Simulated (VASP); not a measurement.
A run of VASP 6.6.1 is set up as follows.

INCAR

```
  PREC = Accurate
  ENCUT = 520
  EDIFF = 1E-6
  ISMEAR = 1
  SIGMA = 0.05
  LREAL = F
  LASPH = T
  NELM = 150
  ALGO = Normal
  ISIF = 2
  LWAVE = F
  LCHARG = F
  LMAXMIX = 4
  LDAU = T
  LDAUTYPE = 2
  LDAUL = -1 2 -1
  LDAUU = 0 2 0
  LDAUJ = 0 0 0
  LDAUPRINT = 1
  GGA = PE
  NBANDS = 28
```

The input KPOINTS:

```
regular mesh
0
Gamma
  6 6 6
```

POSCAR

```
BaTiO3
1.0
    3.9998000000      0.0000000000      0.0000000000
    0.0000000000      3.9998000000      0.0000000000
    0.0000000000      0.0000000000      4.0180000000
Ba Ti O
1 1 3
Direct
    0.0000000000      0.0000000000      0.0000000000
    0.5000000000      0.5000000000      0.4900000000
    0.5000000000      0.5000000000      0.0190000000
    0.5000000000      0.0000000000      0.5170000000
    0.0000000000      0.5000000000      0.5170000000
```

Potentials or basis: VASP PAW PBE potentials, release 64 (Ba_sv, Ti_sv, O).

The run is started by

```bash
$ cat potpaw_PBE.64/Ba_sv/POTCAR potpaw_PBE.64/Ti_sv/POTCAR potpaw_PBE.64/O/POTCAR > POTCAR
$ mpirun -np 1 vasp_std > vasp.out
```

Question: What does it give for the largest force?

Answer: 0.174 eV/Å.

Question: What does it give for the band gap on the k mesh?

Answer: 2.00 eV, indirect (least direct gap 2.30 eV).

Question: Predict the pressure.

Answer: 5.8 GPa.

Stress tensor (GPa, compression positive):
```
5.46 0.00 0.00
0.00 5.46 0.00
0.00 0.00 6.56
```

Caveat: spin-orbit coupling is left out, which moves the levels of the heavy elements. A k mesh can miss the band edges.
